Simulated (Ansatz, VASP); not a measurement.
**Two plane-wave programs on TaN**

```
Ta N
1.0
     2.93620    0.00000    0.00000
    -1.46810    2.54282    0.00000
     0.00000    0.00000    2.88458
Ta N
1 1
Cartesian
  0.0000 0.0000 1.4423
  1.4681 0.8476 0.0000
```

Alike in both runs: functional r2SCAN; k mesh 18 × 18 × 16; occupations fermi-dirac, width 0.1 eV; no spin polarisation.

Ansatz relaxed the structure, and its values are those at the end. VASP's run is a single point on that final structure, the one shown.

```csv
,VASP,Ansatz
version,VASP 6.6.1,Ansatz 0.2.0
potentials or method,"VASP PAW PBE potentials, release 64 (Ta_pv, N)","PAW with Ansatz's default frozen-core files, scalar-relativistic"
plane-wave cutoff (eV),520,500
valence electrons in the cell,16,18
```

```tsv
	VASP	Ansatz	Ansatz less VASP
pressure (GPa)	1.6	0.0	-1.62
```

VASP's potentials were made for PBE, not for r2SCAN. The functional is the same, so the differences come from potentials, cutoffs and numerics. VASP's potentials hold 16 valence electrons a cell and Ansatz's 18, so a difference there can come from the potentials and not from the codes.

Neither program's run includes spin-orbit coupling.
